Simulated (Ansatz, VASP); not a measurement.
**BN: VASP beside Ansatz**

```
CELL_PARAMETERS angstrom
1.80481 -1.80481 0.00000
1.80481 0.00000 -1.80481
8.08528 8.08528 8.08528
ATOMIC_POSITIONS crystal
B 0.00000 0.00000 0.35341
B 0.33333 0.33333 0.20459
B 0.66667 0.66667 0.50222
B 0.00000 0.00000 0.79985
B 0.33333 0.33333 0.65103
B 0.66667 0.66667 0.05578
N 0.66667 0.66667 0.39061
N 0.00000 0.00000 0.24179
N 0.33333 0.33333 0.53942
N 0.66667 0.66667 0.83705
N 0.00000 0.00000 0.68824
N 0.33333 0.33333 0.09298
```

Alike in both runs: task single point; functional r2SCAN; k mesh 10 × 10 × 2; occupations gaussian, width 0.05 eV; no spin polarisation.

```csv
,VASP,Ansatz
version,VASP 6.6.1,Ansatz 0.2.0
potentials or method,"VASP PAW PBE potentials, release 64 (B, N), cutoff 520 eV","scalar-relativistic, plane waves, PAW"
valence electrons in the cell,48,48
```

|  | VASP | Ansatz | Ansatz less VASP |
| --- | --- | --- | --- |
| gap on the k mesh at the Fermi level (eV) | 0.28 | 0.28 | 0.000 |
| least direct gap on the mesh (eV) | 0.66 | 0.65 | -0.006 |
| pressure (GPa) | -4.6 | -5.5 | -0.91 |
| traceless stress, the component that is largest in VASP (GPa) | -3.05 | -3.01 | +0.038 |
| rms of the force components (eV/Å) | 0.955 | 0.955 | -0.0005 |

VASP's potentials were made for PBE, not for r2SCAN. Atom by atom the forces differ by 0.011 eV/Å (rms over components).
